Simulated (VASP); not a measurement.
# EuS (Fm-3m) in VASP: single point with LDA

Aim: the single point of EuS with LDA.

Everything below comes from runs of VASP 6.6.1. Logs are shortened: lines on timing, memory, paths and dates and some standing lists are left out, and cuts for length are marked.

## Step 1: The cell of the first run

Symmetry: Fm-3m, No. 225, cubic system. The conventional cell has a = 5.957 Å, b = 5.957 Å, c = 5.957 Å, α = 90.00°, β = 90.00°, γ = 90.00°. Eu (site symmetry m-3m) has 6 S at 2.98 Å within 3.9 Å. S (site symmetry m-3m) has 6 Eu at 2.98 Å within 3.9 Å.

## Step 2: Single point, LDA, collinear spin, ferromagnetic start

INCAR

```
  ALGO = Normal
  EDIFF = 1E-6
  ENCUT = 600
  GGA = CA
  GGA_COMPAT = F
  ISIF = 2
  ISMEAR = 0
  ISPIN = 2
  LASPH = T
  LCHARG = F
  LMAXMIX = 6
  LORBIT = 11
  LREAL = F
  LWAVE = F
  MAGMOM = 7 0
  NBANDS = 22
  NELM = 200
  PREC = Accurate
  SIGMA = 0.05
```

KPOINTS

```
k-points
0
Gamma
  6 6 6
```

POSCAR

```
EuS
1.0
    0.0000000000      2.9785018700      2.9785018700
    2.9785018700      0.0000000000      2.9785018700
    2.9785018700      2.9785018700      0.0000000000
Eu S
1 1
Direct
    0.5000000000      0.5000000000      0.5000000000
    0.0000000000      0.0000000000      0.0000000000
```

Potentials or basis: VASP PAW PBE potentials, release 64 (Eu, S).

The run is started by

```bash
> cat potpaw_PBE.64/Eu/POTCAR potpaw_PBE.64/S/POTCAR > POTCAR
> mpirun -np 1 vasp_std > vasp.out
```

OUTCAR:

```text
EDIFF = 1E-6
   ENCUT = 600
   GGA = CA
   ISIF = 2
   ISMEAR = 0
   ISPIN = 2
   LASPH = T
   LORBIT = 11
   LREAL = F
   NELM = 200
   PREC = Accurate

 ion  position               nearest neighbor table
   1  0.500  0.500  0.500-   2 2.98   2 2.98   2 2.98   2 2.98   2 2.98   2 2.98
   2  0.000  0.000  0.000-   1 2.98   1 2.98   1 2.98   1 2.98   1 2.98   1 2.98

  LATTYP: Found a face centered cubic cell.
 ALAT       =     5.9570037400

  Lattice vectors:

 A1 = (   0.0000000000,   2.9785018700,   2.9785018700)
 A2 = (   2.9785018700,   0.0000000000,   2.9785018700)
 A3 = (   2.9785018700,   2.9785018700,   0.0000000000)

Analysis of symmetry for initial positions (statically):
=====================================================================
 Subroutine PRICEL returns:
 Original cell was already a primitive cell.

 Routine SETGRP: Setting up the symmetry group for a
 face centered cubic supercell.

 Subroutine GETGRP returns: Found 48 space group operations
 (whereof 48 operations were pure point group operations)
 out of a pool of 48 trial point group operations.

The static configuration has the point symmetry O_h .

Analysis of symmetry for dynamics (positions and initial velocities):
=====================================================================
 Subroutine PRICEL returns:
 Original cell was already a primitive cell.

 Routine SETGRP: Setting up the symmetry group for a
 face centered cubic supercell.

 Subroutine GETGRP returns: Found 48 space group operations
 (whereof 48 operations were pure point group operations)
 out of a pool of 48 trial point group operations.

The dynamic configuration has the point symmetry O_h .

Analysis of structural, dynamic, and magnetic symmetry:
=====================================================================
 Subroutine PRICEL returns:
 Original cell was already a primitive cell.

 Routine SETGRP: Setting up the symmetry group for a
 face centered cubic supercell.

 Subroutine GETGRP returns: Found 48 space group operations
 (whereof 48 operations were pure point group operations)
 out of a pool of 48 trial point group operations.

The overall configuration has the point symmetry O_h .

 Subroutine INISYM returns: Found 48 space group operations
 (whereof 48 operations are pure point group operations),
 and found     1 'primitive' translations

----------------------------------------------------------------------------------------

                                     Primitive cell

  volume of cell :      52.8474

  direct lattice vectors                    reciprocal lattice vectors
     0.000000000  2.978501870  2.978501870    -0.167869628  0.167869628  0.167869628
     2.978501870  0.000000000  2.978501870     0.167869628 -0.167869628  0.167869628
     2.978501870  2.978501870  0.000000000     0.167869628  0.167869628 -0.167869628

  length of vectors
     4.212237740  4.212237740  4.212237740     0.290758724  0.290758724  0.290758724

  position of ions in fractional coordinates (direct lattice)
     0.500000000  0.500000000  0.500000000
     0.000000000  0.000000000  0.000000000

  ion indices of the primitive-cell ions
   primitive index   ion index
                 1           1
                 2           2

----------------------------------------------------------------------------------------

 KPOINTS: k-points

Automatic generation of k-mesh.
 Grid dimensions read from file:
 generate k-points for:    6    6    6

 Generating k-lattice:

  Cartesian coordinates                     Fractional coordinates (reciprocal lattice)
    -0.027978271  0.027978271  0.027978271     0.166666667  0.000000000  0.000000000
     0.027978271 -0.027978271  0.027978271     0.000000000  0.166666667  0.000000000
     0.027978271  0.027978271 -0.027978271     0.000000000  0.000000000  0.166666667

  Length of vectors
     0.048459787  0.048459787  0.048459787

  Shift w.r.t. Gamma in fractional coordinates (k-lattice)
     0.000000000  0.000000000  0.000000000

 Subroutine IBZKPT returns following result:
 ===========================================

 Found     16 irreducible k-points:

 Following reciprocal coordinates:
            Coordinates               Weight
  0.000000  0.000000  0.000000      1.000000
  0.166667  0.000000  0.000000      8.000000
  0.333333  0.000000  0.000000      8.000000
  0.500000  0.000000  0.000000      4.000000
  0.166667  0.166667  0.000000      6.000000
  0.333333  0.166667  0.000000     24.000000
[... 8 lines left out ...]
 -0.333333  0.333333  0.166667     24.000000
 -0.333333  0.500000  0.166667     12.000000
   k-points           NKPTS =     16   k-points in BZ     NKDIM =     16   number of bands    NBANDS=     22
   number of dos      NEDOS =    301   number of ions     NIONS =      2
   total plane-waves  NPLWV =  46656
   dimension x,y,z NGX =    36 NGY =   36 NGZ =   36
   dimension x,y,z NGXF=    72 NGYF=   72 NGZF=   72
   ions per type =               1   1
   NGX,Y,Z   is equivalent  to a cutoff of  14.21, 14.21, 14.21 a.u.
   NGXF,Y,Z  is equivalent  to a cutoff of  28.42, 28.42, 28.42 a.u.
 SYSTEM =  unknown system
   PREC   = accura    normal or accurate (medium, high low for compatibility)
   ISTART =      0    job   : 0-new  1-cont  2-samecut
   ICHARG =      2    charge: 1-file 2-atom 10-const
   ISPIN  =      2    spin polarized calculation?
   LNONCOLLINEAR =      F non collinear calculations
   LSORBIT =      F    spin-orbit coupling
   LASPH  =      T    aspherical Exc in radial PAW
   ENCUT  =  600.0 eV  44.10 Ry    6.64 a.u.   8.41  8.41  8.41*2*pi/ulx,y,z
   NELM   =    200;   NELMIN=  2; NELMDL= -5     # of ELM steps
   EDIFF  = 0.1E-05   stopping-criterion for ELM
   LREAL  =      F    real-space projection
   EDIFFG = 0.1E-04   stopping-criterion for IOM
   NSW    =      0    number of steps for IOM
   IBRION =     -1    ionic relax: 0-MD 1-quasi-New 2-CG
   NFREE  =      0    steps in history (QN), initial steepest desc. (CG)
   ISIF   =      2    stress and relaxation
   ISYM   =      2    0-nonsym 1-usesym 2-fastsym
   POTIM  = 0.5000    time-step for ionic-motion
   TEBEG  =    0.0;   TEEND  =   0.0 temperature during run
   PSTRESS=    0.0 pullay stress
   NELECT =      23.0000    total number of electrons
   NUPDOWN=      -1.0000    fix difference up-down
   EMIN   =  10.00;   EMAX   =-10.00  energy-range for DOS
   EFERMI =   0.00;   METHOD = LEGACY
   ISMEAR =     0;   SIGMA  =   0.05  broadening in eV -4-tet -1-fermi 0-gaus
   EFERMI_NEDOS =   21; number of points for ismear=-14 and -15
   IALGO  =     38    algorithm
   IMIX   =      4    mixing-type and parameters
     AMIX     =   0.40;   BMIX     =  1.00
     AMIX_MAG =   1.60;   BMIX_MAG =  1.00
  volume/ion in A,a.u.               =      26.42       178.32
  Fermi-wavevector in a.u.,A,eV,Ry     =   1.240632  2.344454 20.941641  1.539167
  Thomas-Fermi vector in A             =   2.375064
   LORBIT       =     11    0 simple, 1 ext, 2 COOP (PROOUT), +10 PAW based schemes
   GGA     = CA    functional components
   LHFCALC =     F    Hartree Fock is set to
   AEXX    =    0.0000 exact exchange contribution
   IVDW    =     0    specifies the selected vdW correction
   LEPSILON=     F    determine dielectric tensor
   LRPA    =     F    only Hartree local field effects (RPA)
 spin polarized calculation
 Gauss-broadening in eV      SIGMA  =   0.05
  energy-cutoff  :      600.00
  volume of cell :       52.85
 maximum number of plane-waves:      1807
 NGX is ok and might be reduce to    36
   NGX = 17   NGY = 17   NGZ = 17

 number of electron      22.9999997 magnetization       6.9690272

 Free energy of the ion-electron system (eV)
  ---------------------------------------------------
  ext. energy  EPLUGINS =         0.00000000
  ---------------------------------------------------
  free energy    TOTEN  =       -20.53698375 eV

  energy without entropy =      -20.53512615  energy(sigma->0) =      -20.53605495

 E-fermi :   3.9270     XC(G=0): -10.0033

 val. band max:        3.9222957866   @ k =   0.1667   0.1667   0.0000
 cond. band min:       3.9821747035   @ k =   0.3333   0.3333   0.0000
 fundamental gap:      0.0598789169
 Fermi energy:         3.9270068727

 spin component 1

 k-point     1 :       0.0000    0.0000    0.0000
  band No.  band energies     occupation
      1     -37.2342      1.00000
      2     -16.0860      1.00000
      3     -16.0860      1.00000
      4     -16.0860      1.00000
      5      -9.3862      1.00000
      6       1.2588      1.00000
[... 14 lines left out ...]
     21       5.8706      0.00000
     22      11.4093      0.00000
[... 351 lines left out ...]
 k-point    16 :      -0.3333    0.5000    0.1667
  band No.  band energies     occupation
      1     -37.2162      1.00000
      2     -16.2927      1.00000
      3     -16.2195      1.00000
      4     -16.2020      1.00000
      5      -8.8525      1.00000
      6       0.0971      1.00000
[... 14 lines left out ...]
     21       9.4408      0.00000
     22      11.6295      0.00000
 Fermi energy:         3.9270068727

 spin component 2

 k-point     1 :       0.0000    0.0000    0.0000
  band No.  band energies     occupation
      1     -34.4448      1.00000
      2     -13.9893      1.00000
      3     -13.9893      1.00000
      4     -13.9893      1.00000
      5      -9.3540      1.00000
      6       1.4513      1.00000
[... 14 lines left out ...]
     21       8.3002      0.00000
     22      12.2353      0.00000
[... 352 lines left out ...]
  band No.  band energies     occupation
      1     -34.4203      1.00000
      2     -14.2649      1.00000
      3     -14.1670      1.00000
      4     -14.1599      1.00000
      5      -8.8187      1.00000
      6       0.2906      1.00000
[... 14 lines left out ...]
     21      10.1533      0.00000
     22      12.3978      0.00000

------------------------ aborting loop because EDIFF is reached ----------------------------------------

  FORCE on cell =-STRESS in cart. coord.  units (eV):
  Direction    XX          YY          ZZ          XY          YZ          ZX
  --------------------------------------------------------------------------------------
  -------------------------------------------------------------------------------------
  Total       -2.4911551     -2.4911551     -2.4911551      0.0000000      0.0000000      0.0000000
  in kB      -75.5244777    -75.5244777    -75.5244777      0.0000000      0.0000000      0.0000000
  external PRESSURE =     -75.5244777 kB  Pullay stress =       0.0000000 kB

 VOLUME and BASIS-vectors are now :
 -----------------------------------------------------------------------------
  energy-cutoff  :      600.00
  volume of cell :       52.85
      direct lattice vectors                 reciprocal lattice vectors
     0.000000000  2.978501870  2.978501870    -0.167869628  0.167869628  0.167869628
     2.978501870  0.000000000  2.978501870     0.167869628 -0.167869628  0.167869628
     2.978501870  2.978501870  0.000000000     0.167869628  0.167869628 -0.167869628

 POSITION                                       TOTAL-FORCE (eV/Angst)
 -----------------------------------------------------------------------------------
      2.97850      2.97850      2.97850        -0.000000     -0.000000      0.000000
      0.00000      0.00000      0.00000         0.000000      0.000000     -0.000000
 -----------------------------------------------------------------------------------
    total drift:                                0.000000      0.000000      0.000000

  FREE ENERGIE OF THE ION-ELECTRON SYSTEM (eV)
  ---------------------------------------------------
  free  energy   TOTEN  =       -20.5369837468 eV

  energy  without entropy=      -20.5351261520  energy(sigma->0) =      -20.53605495

 total charge

# of ion       s       p       d       f       tot
--------------------------------------------------
    1        2.021   5.695   0.319   6.643  14.677
    2        1.307   2.388   0.000   0.000   3.695
--------------------------------------------------
tot          3.328   8.083   0.319   6.643  18.372

 magnetization (x)

# of ion       s       p       d       f       tot
--------------------------------------------------
    1       -0.009  -0.087   0.088   6.610   6.601
    2       -0.006  -0.053   0.000   0.000  -0.058
--------------------------------------------------
tot         -0.015  -0.140   0.088   6.610   6.543
```

Run time: 62 s. Hardware: 1 thread of Intel Xeon Platinum 8488C (Sapphire Rapids), shared host; peak memory 0.21 GiB.

What came out:

* Free energy: -20.5370 eV
* Pressure: -7.6 GPa
* Band gap on the k mesh: zero (filled and empty bands overlap)
* Net moment: 6.97 μB per cell
* Site moments: Eu +6.60; S -0.06 μB
* Valence electrons inside the program's atomic spheres: Eu 14.68; S 3.69

Caveat: the cell stands under tension; the PAW data sets were made with another functional, which shifts forces and pressure a little; spin-orbit coupling is left out, which moves the levels of the heavy elements; a cell with one magnetic atom can't hold antiferromagnetic order, which such compounds often take; semilocal functionals describe open f shells poorly, which spoils levels, moments and volumes. The state reached can hang on the start; a lower one may exist.
